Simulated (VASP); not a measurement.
Set up this calculation in VASP 6.6.1, as the native input.

```
Task                   : single point
Functional             : PBE
Potentials or basis    : VASP PAW PBE potentials, release 64 (Tl_d, B)
Cutoff                 : 520 eV
k mesh                 : 6 × 6 × 4
Occupations            : gaussian, width 0.1 eV
Spin                   : no spin polarisation
Dipole correction      : no
Further INCAR settings : ALGO = Normal; EDIFF = 1e-06; NBANDS = 28
```

The structure of TlB8 lies in POSCAR:

```
TlB8
1.0
    5.3619563356      0.0000000034      0.0000000000
   -2.6809781707      4.6435903990      0.0000000000
    0.0000000000      0.0000000000      3.8930568485
Tl B
1 8
Direct
    0.0000000000      0.0000000000      0.5000000000
    0.5000000000      0.0000000000      0.5000000000
    0.0000000000      0.5000000000      0.5000000000
    0.5000000000      0.5000000000      0.5000000000
    0.3333333333      0.6666666667      0.2555544691
    0.3333333333      0.6666666667      0.7444455309
    0.6666666667      0.3333333333      0.7444455309
    0.6666666667      0.3333333333      0.2555544691
    0.0000000000      0.0000000000      0.0000000000
```

The input as run:

INCAR

```
SYSTEM = TlB8
PREC = Accurate
ENCUT = 520
EDIFF = 1E-6
ISMEAR = 0
SIGMA = 0.1
LREAL = .FALSE.
LASPH = .TRUE.
NELM = 80
ALGO = Normal
ISIF = 2
LWAVE = .FALSE.
LCHARG = .TRUE.
GGA = PE
LELF = .TRUE.
LVHAR = .TRUE.
NBANDS = 28
```

KPOINTS

```
Automatic mesh
0
G
  6 6 4
  0 0 0
```

Potentials or basis: VASP PAW PBE potentials, release 64 (Tl_d, B).

Launch:

```sh
$ cat potpaw_PBE.64/Tl_d/POTCAR potpaw_PBE.64/B/POTCAR > POTCAR
$ mpirun -np 1 vasp_std > vasp.out
```

It gave:

| Quantity | Value |
| --- | --- |
| Pressure | -0.2 GPa |
| Largest force | 0.011 eV/Å |

Caveat: the k points lie up to 0.40 Å⁻¹ apart.

Wall time 49 s on 1 thread of Oxide Virtual Turin-like Processor (shared host), peak memory 0.19 GiB.
